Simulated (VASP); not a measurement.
# ZrS (I4/mmm) in VASP: notebook

ZrS is run at these levels: PBEsol; tasks: single point.

All numbers are computed with VASP 6.6.1; they aren't measurements. Logs are shortened: lines on timing, memory, paths and dates and some standing lists are left out, and cuts for length are marked.

## (1) The cell of the first run

The structure is tetragonal, space group I4/mmm (No. 139). Conventional cell: a = 3.657 Å, b = 3.657 Å, c = 5.407 Å, α = 90.00°, β = 90.00°, γ = 90.00°. Zr (site symmetry 4/mmm) has 6 S at 2.59 to 2.70 Å within 3.4 Å. S (site symmetry 4/mmm) has 6 Zr at 2.59 to 2.70 Å within 3.4 Å.

## (2) Single point, PBEsol (strain -0.015 along x and y, +0.030 along z)

Contents of INCAR:

```
SYSTEM = ZrS
ALGO = Normal
EDIFF = 1E-6
ENCUT = 520
GGA = PS
ISIF = 2
ISMEAR = 0
LASPH = .TRUE.
LCHARG = .FALSE.
LREAL = .FALSE.
LWAVE = .FALSE.
NBANDS = 16
NELM = 60
PREC = Accurate
SIGMA = 0.15
```

Contents of KPOINTS:

```
k-points
0
G
  16 16 16
  0 0 0
```

Contents of POSCAR:

```
ZrS
1.0
    0.0000000000      2.5856250000      2.7037500000
    2.5856250000      0.0000000000      2.7037500000
    2.5856250000      2.5856250000      0.0000000000
Zr S
1 1
Direct
    0.0000000000      0.0000000000      0.0000000000
    0.5000000000      0.5000000000      0.5000000000
```

Potentials or basis: VASP PAW PBE potentials, release 64 (Zr_sv, S).

Run with:

```sh
$ cat potpaw_PBE.64/Zr_sv/POTCAR potpaw_PBE.64/S/POTCAR > POTCAR
$ mpirun -np 1 vasp_std > vasp.out
```

OUTCAR:

```text
SYSTEM = ZrS
   EDIFF = 1E-6
   ENCUT = 520
   GGA = PS
   ISIF = 2
   ISMEAR = 0
   LASPH = .TRUE.
   LREAL = .FALSE.
   NELM = 60
   PREC = Accurate

 ion  position               nearest neighbor table
   1  0.000  0.000  0.000-   2 2.59   2 2.59   2 2.59   2 2.59   2 2.70   2 2.70
   2  0.500  0.500  0.500-   1 2.59   1 2.59   1 2.59   1 2.59   1 2.70   1 2.70

  LATTYP: Found a body centered tetragonal cell.
 ALAT       =     3.6566259422
 C/A-ratio  =     1.4788223038

  Lattice vectors:

 A1 = (  -2.5856250000,   0.0000000000,   2.7037500000)
 A2 = (   2.5856250000,   0.0000000000,   2.7037500000)
 A3 = (   0.0000000000,   2.5856250000,  -2.7037500000)

Analysis of symmetry for initial positions (statically):
=====================================================================
 Subroutine PRICEL returns:
 Original cell was already a primitive cell.

 Routine SETGRP: Setting up the symmetry group for a
 body centered tetragonal supercell.

 Subroutine GETGRP returns: Found 16 space group operations
 (whereof 16 operations were pure point group operations)
 out of a pool of 16 trial point group operations.

The static configuration has the point symmetry D_4h.

Analysis of symmetry for dynamics (positions and initial velocities):
=====================================================================
 Subroutine PRICEL returns:
 Original cell was already a primitive cell.

 Routine SETGRP: Setting up the symmetry group for a
 body centered tetragonal supercell.

 Subroutine GETGRP returns: Found 16 space group operations
 (whereof 16 operations were pure point group operations)
 out of a pool of 16 trial point group operations.

The dynamic configuration has the point symmetry D_4h.

 Subroutine INISYM returns: Found 16 space group operations
 (whereof 16 operations are pure point group operations),
 and found     1 'primitive' translations

----------------------------------------------------------------------------------------

                                     Primitive cell

  volume of cell :      36.1516

  direct lattice vectors                    reciprocal lattice vectors
     0.000000000  2.585625000  2.703750000    -0.193376843  0.193376843  0.184928340
     2.585625000  0.000000000  2.703750000     0.193376843 -0.193376843  0.184928340
     2.585625000  2.585625000  0.000000000     0.193376843  0.193376843 -0.184928340
[... 76 lines left out ...]
   ISTART =      0    job   : 0-new  1-cont  2-samecut
   ICHARG =      2    charge: 1-file 2-atom 10-const
   ISPIN  =      1    spin polarized calculation?
   LNONCOLLINEAR =      F non collinear calculations
   LSORBIT =      F    spin-orbit coupling
   LASPH  =      T    aspherical Exc in radial PAW
   ENCUT  =  520.0 eV  38.22 Ry    6.18 a.u.   6.96  6.96  6.80*2*pi/ulx,y,z
   NELM   =     60;   NELMIN=  2; NELMDL= -5     # of ELM steps
   EDIFF  = 0.1E-05   stopping-criterion for ELM
   LREAL  =      F    real-space projection
   EDIFFG = 0.1E-04   stopping-criterion for IOM
   NSW    =      0    number of steps for IOM
   IBRION =     -1    ionic relax: 0-MD 1-quasi-New 2-CG
   NFREE  =      0    steps in history (QN), initial steepest desc. (CG)
   ISIF   =      2    stress and relaxation
   ISYM   =      2    0-nonsym 1-usesym 2-fastsym
   POTIM  = 0.5000    time-step for ionic-motion
   TEBEG  =    0.0;   TEEND  =   0.0 temperature during run
   PSTRESS=    0.0 pullay stress
   NELECT =      18.0000    total number of electrons
   NUPDOWN=      -1.0000    fix difference up-down
   EMIN   =  10.00;   EMAX   =-10.00  energy-range for DOS
   EFERMI =   0.00;   METHOD = LEGACY
   ISMEAR =     0;   SIGMA  =   0.15  broadening in eV -4-tet -1-fermi 0-gaus
   EFERMI_NEDOS =   21; number of points for ismear=-14 and -15
   IALGO  =     38    algorithm
   IMIX   =      4    mixing-type and parameters
     AMIX     =   0.40;   BMIX     =  1.00
     AMIX_MAG =   1.60;   BMIX_MAG =  1.00
  volume/ion in A,a.u.               =      18.08       121.98
  Fermi-wavevector in a.u.,A,eV,Ry     =   1.297547  2.452008 22.907156  1.683628
  Thomas-Fermi vector in A             =   2.428933
   LORBIT       =      0    0 simple, 1 ext, 2 COOP (PROOUT), +10 PAW based schemes
   GGA     = PS    functional components
   LHFCALC =     F    Hartree Fock is set to
   AEXX    =    0.0000 exact exchange contribution
   IVDW    =     0    specifies the selected vdW correction
   LEPSILON=     F    determine dielectric tensor
   LRPA    =     F    only Hartree local field effects (RPA)
 non-spin polarized calculation
 Gauss-broadening in eV      SIGMA  =   0.15
  energy-cutoff  :      520.00
  volume of cell :       36.15
 maximum number of plane-waves:       994
   NGX = 13   NGY = 13   NGZ = 13

 number of electron      18.0000000 magnetization

 Free energy of the ion-electron system (eV)
  ---------------------------------------------------
  ext. energy  EPLUGINS =         0.00000000
  ---------------------------------------------------
  free energy    TOTEN  =       -16.45512924 eV

  energy without entropy =      -16.44107920  energy(sigma->0) =      -16.44810422

 E-fermi :  10.5966     XC(G=0): -11.4606

 val. band max:       10.5890633139   @ k =   0.3125   0.1250   0.0625
 cond. band min:      10.6022982860   @ k =  -0.1250   0.1250   0.0000
 fundamental gap:      0.0132349720
 Fermi energy:        10.5965805833

 k-point     1 :       0.0000    0.0000    0.0000
  band No.  band energies     occupation
      1     -39.2694      2.00000
      2     -17.2752      2.00000
      3     -17.2752      2.00000
      4     -17.2519      2.00000
      5      -5.2173      2.00000
      6       7.0322      2.00000
[... 433 lines left out ...]
      3     -17.2747      2.00000
      4     -17.2595      2.00000
      5      -5.0742      2.00000
      6       6.2820      2.00000
[... 8 lines left out ...]
     15      18.1870      0.00000
     16      22.0581      0.00000

 [... further k-points ...]
[... 5 lines left out ...]
  --------------------------------------------------------------------------------------
  -------------------------------------------------------------------------------------
  Total       -0.5164216     -0.5164216     -2.6780916      0.0000000      0.0000000      0.0000000
  in kB      -22.8869217    -22.8869217   -118.6884339      0.0000000      0.0000000      0.0000000
  external PRESSURE =     -54.8207591 kB  Pullay stress =       0.0000000 kB

 VOLUME and BASIS-vectors are now :
 -----------------------------------------------------------------------------
  energy-cutoff  :      520.00
  volume of cell :       36.15
      direct lattice vectors                 reciprocal lattice vectors
     0.000000000  2.585625000  2.703750000    -0.193376843  0.193376843  0.184928340
     2.585625000  0.000000000  2.703750000     0.193376843 -0.193376843  0.184928340
     2.585625000  2.585625000  0.000000000     0.193376843  0.193376843 -0.184928340

 POSITION                                       TOTAL-FORCE (eV/Angst)
 -----------------------------------------------------------------------------------
      0.00000      0.00000      0.00000         0.000000      0.000000     -0.000000
      2.58562      2.58562      2.70375        -0.000000     -0.000000      0.000000
 -----------------------------------------------------------------------------------
    total drift:                                0.000000      0.000000      0.000000

  FREE ENERGIE OF THE ION-ELECTRON SYSTEM (eV)
  ---------------------------------------------------
  free  energy   TOTEN  =       -16.4551292378 eV

  energy  without entropy=      -16.4410792011  energy(sigma->0) =      -16.44810422
```

Wall time 74 s (1 thread of Intel Xeon 6975P-C (Granite Rapids), shared host); peak memory 0.31 GiB.

Results:

* Free energy: -16.4551 eV
* Pressure: -5.5 GPa
* Band gap on the k mesh: zero (band 9 reaches 12.01 eV, above the bottom of band 10 at 9.28 eV)

Levels at points of the mesh, in eV from the Fermi level:
| k point | band 5 | band 6 | band 7 | band 8 | band 9 | band 10 | band 11 | band 12 | band 13 | band 14 |
| --- | --- | --- | --- | --- | --- | --- | --- | --- | --- | --- |
| (0.00, 0.00, 0.00) | -15.81 | -3.56 | -3.46 | -3.46 | -1.65 | -1.19 | -1.19 | -0.85 | -0.59 | 1.93 |
| (0.50, 0.00, 0.00) | -14.24 | -8.02 | -5.98 | -5.95 | 1.41 | 1.56 | 1.82 | 1.88 | 5.21 | 5.59 |
| (0.50, 0.50, 0.00) | -15.00 | -6.41 | -4.31 | -4.31 | -3.47 | 0.39 | 2.39 | 2.39 | 2.83 | 3.27 |
| (0.50, 0.00, 0.50) | -14.95 | -6.15 | -4.50 | -4.50 | -3.43 | 0.56 | 2.18 | 2.52 | 2.81 | 3.33 |

Caveat: the cell differs from its parent crystal (strain -0.015 along x and y, +0.030 along z); the PAW data sets were made with another functional, which shifts forces and pressure a little.

## (3) Single point, PBEsol (strain +0.000 along x and y, +0.015 along z)

Contents of INCAR:

```
  ALGO = Normal
  EDIFF = 1E-7
  ENCUT = 520
  GGA = PS
  ISIF = 2
  ISMEAR = 0
  LASPH = True
  LCHARG = False
  LREAL = False
  LWAVE = False
  NBANDS = 16
  NELM = 60
  PREC = Accurate
  SIGMA = 0.15
```

Contents of KPOINTS:

```
k-points
0
Gamma
  16 16 16
```

Contents of POSCAR:

```
ZrS
1.0
    0.0000000000      2.6250000000      2.6643750000
    2.6250000000      0.0000000000      2.6643750000
    2.6250000000      2.6250000000      0.0000000000
Zr S
1 1
Direct
    0.0000000000      0.0000000000      0.0000000000
    0.5000000000      0.5000000000      0.5000000000
```

Potentials or basis: VASP PAW PBE potentials, release 64 (Zr_sv, S).

Run with:

```sh
$ cat potpaw_PBE.64/Zr_sv/POTCAR potpaw_PBE.64/S/POTCAR > POTCAR
$ mpirun -np 1 vasp_std > vasp.out
```

Run time: 78 s. Hardware: 1 thread of Intel Xeon 6975P-C (Granite Rapids), shared host; peak memory 0.31 GiB.

Results (log left out):

```
Free energy            : -16.4597 eV
Pressure               : -7.9 GPa
Band gap on the k mesh : zero (band 9 reaches 11.82 eV, above the bottom of band 10 at 9.14 eV)
```

Stress tensor (GPa, compression positive):
```
-6.88  0.00  0.00
 0.00 -6.88  0.00
 0.00  0.00 -9.94
```

Levels at points of the mesh, in eV from the Fermi level:
```tsv
k point	band 6	band 7	band 8	band 9	band 10	band 11	band 12	band 13
(0.00, 0.00, 0.00)	-3.53	-3.50	-3.50	-1.43	-1.28	-1.28	-0.71	-0.64
(0.50, 0.00, 0.00)	-7.95	-5.91	-5.90	1.40	1.45	1.72	1.86	5.35
(0.50, 0.50, 0.00)	-6.29	-4.41	-4.41	-3.40	0.45	2.31	2.31	2.72
(0.50, 0.00, 0.50)	-6.20	-4.47	-4.47	-3.39	0.51	2.25	2.35	2.71
```

Caveat: the cell differs from its parent crystal (strain +0.000 along x and y, +0.015 along z); the PAW data sets were made with another functional, which shifts forces and pressure a little.

## (4) Single point, PBEsol (strain +0.015 along x and y, -0.015 along z)

Contents of INCAR:

```
PREC = Accurate ; ENCUT = 520
EDIFF = 1E-7 ; ISMEAR = 0
SIGMA = 0.15 ; LREAL = False
LASPH = True ; NELM = 80
ALGO = Normal ; ISIF = 2
LWAVE = False ; LCHARG = False
GGA = PS ; NBANDS = 16
```

Contents of KPOINTS:

```
Automatic mesh
0
Gamma
  16 16 16
```

Contents of POSCAR:

```
ZrS
1.0
    0.0000000000      2.6643750000      2.5856250000
    2.6643750000      0.0000000000      2.5856250000
    2.6643750000      2.6643750000      0.0000000000
Zr S
1 1
Direct
    0.0000000000      0.0000000000      0.0000000000
    0.5000000000      0.5000000000      0.5000000000
```

Potentials or basis: VASP PAW PBE potentials, release 64 (Zr_sv, S).

Run with:

```sh
$ cat potpaw_PBE.64/Zr_sv/POTCAR potpaw_PBE.64/S/POTCAR > POTCAR
$ mpirun -np 1 vasp_std > vasp.out
```

OUTCAR:

```text
PREC = Accurate
   ENCUT = 520
   EDIFF = 1E-7
   ISMEAR = 0
   LREAL = False
   LASPH = True
   NELM = 80
   ISIF = 2
   GGA = PS

 ion  position               nearest neighbor table
   1  0.000  0.000  0.000-   2 2.59   2 2.59   2 2.66   2 2.66   2 2.66   2 2.66
   2  0.500  0.500  0.500-   1 2.59   1 2.59   1 2.66   1 2.66   1 2.66   1 2.66

  LATTYP: Found a body centered tetragonal cell.
 ALAT       =     3.7679952602
 C/A-ratio  =     1.3724141467

  Lattice vectors:

 A1 = (   0.0000000000,  -2.6643750000,  -2.5856250000)
 A2 = (   0.0000000000,   2.6643750000,  -2.5856250000)
 A3 = (   2.6643750000,   0.0000000000,   2.5856250000)

Analysis of symmetry for initial positions (statically):
=====================================================================
 Subroutine PRICEL returns:
 Original cell was already a primitive cell.

 Routine SETGRP: Setting up the symmetry group for a
 body centered tetragonal supercell.

 Subroutine GETGRP returns: Found 16 space group operations
 (whereof 16 operations were pure point group operations)
 out of a pool of 16 trial point group operations.

The static configuration has the point symmetry D_4h.

Analysis of symmetry for dynamics (positions and initial velocities):
=====================================================================
 Subroutine PRICEL returns:
 Original cell was already a primitive cell.

 Routine SETGRP: Setting up the symmetry group for a
 body centered tetragonal supercell.

 Subroutine GETGRP returns: Found 16 space group operations
 (whereof 16 operations were pure point group operations)
 out of a pool of 16 trial point group operations.

The dynamic configuration has the point symmetry D_4h.

 Subroutine INISYM returns: Found 16 space group operations
 (whereof 16 operations are pure point group operations),
 and found     1 'primitive' translations

----------------------------------------------------------------------------------------

[... 105 lines left out ...]
   EMIN   =  10.00;   EMAX   =-10.00  energy-range for DOS
   EFERMI =   0.00;   METHOD = LEGACY
   ISMEAR =     0;   SIGMA  =   0.15  broadening in eV -4-tet -1-fermi 0-gaus
   EFERMI_NEDOS =   21; number of points for ismear=-14 and -15
   IALGO  =     38    algorithm
   IMIX   =      4    mixing-type and parameters
     AMIX     =   0.40;   BMIX     =  1.00
     AMIX_MAG =   1.60;   BMIX_MAG =  1.00
  volume/ion in A,a.u.               =      18.36       123.87
  Fermi-wavevector in a.u.,A,eV,Ry     =   1.290933  2.439509 22.674206  1.666507
  Thomas-Fermi vector in A             =   2.422734
   LORBIT       =      0    0 simple, 1 ext, 2 COOP (PROOUT), +10 PAW based schemes
   GGA     = PS    functional components
   LHFCALC =     F    Hartree Fock is set to
   AEXX    =    0.0000 exact exchange contribution
   IVDW    =     0    specifies the selected vdW correction
   LEPSILON=     F    determine dielectric tensor
   LRPA    =     F    only Hartree local field effects (RPA)
 non-spin polarized calculation
 Gauss-broadening in eV      SIGMA  =   0.15
  energy-cutoff  :      520.00
  volume of cell :       36.71
 maximum number of plane-waves:      1008
   NGX = 13   NGY = 13   NGZ = 13

 number of electron      18.0000001 magnetization

 Free energy of the ion-electron system (eV)
  ---------------------------------------------------
  ext. energy  EPLUGINS =         0.00000000
  ---------------------------------------------------
  free energy    TOTEN  =       -16.44759011 eV

  energy without entropy =      -16.43264518  energy(sigma->0) =      -16.44011765

 E-fermi :  10.4186     XC(G=0): -11.3888

 val. band max:       10.4166271884   @ k =  -0.3750   0.2500   0.0000
 cond. band min:      10.4267502033   @ k =  -0.1250   0.1875   0.0625
 fundamental gap:      0.0101230149
 Fermi energy:        10.4185789199

 k-point     1 :       0.0000    0.0000    0.0000
  band No.  band energies     occupation
      1     -39.4938      2.00000
      2     -17.4995      2.00000
      3     -17.4838      2.00000
      4     -17.4838      2.00000
      5      -5.3305      2.00000
      6       6.8909      2.00000
[... 433 lines left out ...]
      3     -17.5078      2.00000
      4     -17.4853      2.00000
      5      -5.2116      2.00000
      6       6.1147      2.00000
[... 8 lines left out ...]
     15      17.9607      0.00000
     16      21.3791      0.00000

 [... further k-points ...]
[... 5 lines left out ...]
  --------------------------------------------------------------------------------------
  -------------------------------------------------------------------------------------
  Total       -2.3017320     -2.3017320     -0.6379525      0.0000000      0.0000000     -0.0000000
  in kB     -100.4567441   -100.4567441    -27.8427849      0.0000000      0.0000000     -0.0000000
  external PRESSURE =     -76.2520910 kB  Pullay stress =       0.0000000 kB

 VOLUME and BASIS-vectors are now :
 -----------------------------------------------------------------------------
  energy-cutoff  :      520.00
  volume of cell :       36.71
      direct lattice vectors                 reciprocal lattice vectors
     0.000000000  2.664375000  2.585625000    -0.187661271  0.187661271  0.193376843
     2.664375000  0.000000000  2.585625000     0.187661271 -0.187661271  0.193376843
     2.664375000  2.664375000  0.000000000     0.187661271  0.187661271 -0.193376843

 POSITION                                       TOTAL-FORCE (eV/Angst)
 -----------------------------------------------------------------------------------
      0.00000      0.00000      0.00000         0.000000     -0.000000      0.000000
      2.66438      2.66438      2.58562        -0.000000      0.000000      0.000000
 -----------------------------------------------------------------------------------
    total drift:                                0.000000      0.000000      0.000000

  FREE ENERGIE OF THE ION-ELECTRON SYSTEM (eV)
  ---------------------------------------------------
  free  energy   TOTEN  =       -16.4475901113 eV

  energy  without entropy=      -16.4326451806  energy(sigma->0) =      -16.44011765
```

stdout:

```text
POSCAR found type information on POSCAR ZrS
 POSCAR found :  2 types and       2 ions
 scaLAPACK will be used
 -----------------------------------------------------------------------------
|                                                                             |
|                                                                             |
|     You enforced a specific xc type in the INCAR file but a different       |
|     I HOPE YOU KNOW WHAT YOU ARE DOING!                                     |
|                                                                             |
 -----------------------------------------------------------------------------

 LDA part: xc-table for (Slater+PW92), standard interpolation
 POSCAR, INCAR and KPOINTS ok, starting setup
 FFT: planning ... GRIDC
 FFT: planning ... GRID_SOFT
 FFT: planning ... GRID
 WAVECAR not read
 entering main loop
```

It took 81 s on 1 thread of Intel Xeon 6975P-C (Granite Rapids), shared host; peak memory 0.31 GiB.

What came out:

| Item | Value |
| --- | --- |
| Free energy | -16.4476 eV |
| Pressure | -7.6 GPa |
| Band gap on the k mesh | zero (band 9 reaches 11.79 eV, above the bottom of band 10 at 8.99 eV) |

Stress tensor (GPa, compression positive):
```
-10.05   0.00   0.00
  0.00 -10.05   0.00
  0.00   0.00  -2.78
```

Levels at points of the mesh, in eV from the Fermi level:
```csv
k point,band 5,band 6,band 7,band 8,band 9,band 10,band 11,band 12,band 13,band 14
"(0.00, 0.00, 0.00)",-15.75,-3.53,-3.53,-3.46,-1.42,-1.42,-1.12,-0.72,-0.66,1.74
"(0.50, 0.00, 0.00)",-14.24,-7.95,-5.92,-5.89,1.37,1.50,1.74,1.86,5.25,5.61
"(0.50, 0.50, 0.00)",-14.89,-6.10,-4.53,-4.53,-3.37,0.60,2.29,2.29,2.71,3.17
"(0.50, 0.00, 0.50)",-14.92,-6.28,-4.40,-4.39,-3.39,0.44,2.22,2.41,2.74,3.15
```

Caveat: the cell differs from its parent crystal (strain +0.015 along x and y, -0.015 along z); the PAW data sets were made with another functional, which shifts forces and pressure a little.

## (5) Summary

```tsv
cell	gap on the mesh (eV)	pressure (GPa)
a = 3.741, b = 3.741, c = 3.657 Å, angles 60.7, 60.7, 58.5°, 2 atoms	none	-5.5
a = 3.740, b = 3.740, c = 3.712 Å, angles 60.2, 60.2, 59.5°, 2 atoms	none	-7.9
a = 3.713, b = 3.713, c = 3.768 Å, angles 59.5, 59.5, 61.0°, 2 atoms	none	-7.6
```

Alike in all rows: task single point; level PBEsol; potentials or basis VASP PAW PBE potentials, release 64 (Zr_sv, S); no spin polarisation; k mesh 16 × 16 × 16; cutoff (eV) 520; smearing gaussian 0.15 eV.

Caveats: the PAW data sets were made with another functional, which shifts forces and pressure a little.

Absolute energies hang on the potentials; compare differences alone.
